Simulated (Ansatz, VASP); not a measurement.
# NaVP in VASP and in Ansatz

INCAR

```
SYSTEM = NaVP
PREC     = Accurate       ! precision mode
ENCUT    = 520            ! plane-wave cutoff, eV
EDIFF    = 1E-6           ! SCF threshold, eV
ISMEAR   = 0              ! smearing method
SIGMA    = 0.1            ! smearing width, eV
LREAL    = .False.        ! projectors in reciprocal space
LASPH    = .True.         ! aspherical terms in the spheres
NELM     = 150            ! most SCF steps
ALGO     = Normal         ! electronic algorithm
ISIF     = 2              ! what is computed and relaxed
LWAVE    = .False.        ! write WAVECAR
LCHARG   = .False.        ! write CHGCAR
ISPIN    = 2              ! spin polarisation
MAGMOM   = 0 2 0          ! initial moments
LORBIT   = 11             ! projections on sites
LMAXMIX  = 4              ! l up to which the mixer works
GGA      = PE             ! functional
NBANDS   = 24             ! bands
```

KPOINTS

```
Automatic mesh
0
Gamma
  6 6 4
  0 0 0
```

Contents of POSCAR:

```
NaVP
1.0
    3.0712563300      0.0000000000      0.0000000000
    0.0000000000      3.0712563300      0.0000000000
    0.0000000000      0.0000000000      6.7568593500
Na V P
1 1 1
Direct
    0.5000000000      0.5000000000      0.0000000000
    0.5000000000      0.5000000000      0.5000000000
    0.0000000000      0.0000000000      0.5000000000
```

Input for Ansatz:

```yaml
crystal:
  lattice:
    - [3.07125633, 0.0, 0.0]
    - [0.0, 3.07125633, 0.0]
    - [0.0, 0.0, 6.75685935]
  atoms:
    - { symbol: Na, position: [0.5, 0.5, 0.0] }
    - { symbol: V, position: [0.5, 0.5, 0.5], spin: 2.0 }
    - { symbol: P, position: [0.0, 0.0, 0.5] }
basis:
  ecutwfc: 420
kpoints:
  mp_grid: { grid: [6, 6, 4] }
hamiltonian:
  xc: pbe
scf:
  occupations: { method: gaussian, width: 0.1 }
  lower_state_search: "off"
output:
  forces: true
  stress: true
  eigenvalues: true
  populations: true
magnetization:
  spin_polarized: true
```

Alike in both runs: task single point; functional PBE; k mesh 6 × 6 × 4; occupations gaussian, width 0.1 eV; collinear spin.

```csv
,VASP,Ansatz
version,VASP 6.6.1,Ansatz 0.2.0
potentials or method,"VASP PAW PBE potentials, release 64 (Na_pv, V_sv, P), cutoff 520 eV","scalar-relativistic, plane waves, PAW"
valence electrons in the cell,25,27
```

|  | VASP | Ansatz | Ansatz less VASP |
| --- | --- | --- | --- |
| gap on the k mesh at the Fermi level (eV) | none | none | - |
| pressure (GPa) | 12.4 | 12.4 | -0.04 |
| traceless stress, the component that is largest in VASP (GPa) | -15.78 | -15.76 | +0.018 |
| net moment per atom (μB) | 0.36 | 0.36 | -0.001 |
| size of the moment on the site where the two differ most (μB) | 0.96 | 0.80 | -0.166 |

Site moments also hang on the region over which each program counts them. A gap of «none» marks a metal or a gap that the smearing closes. VASP's potentials hold 25 valence electrons a cell and Ansatz's 27, so a difference there can come from the potentials and not from the codes.
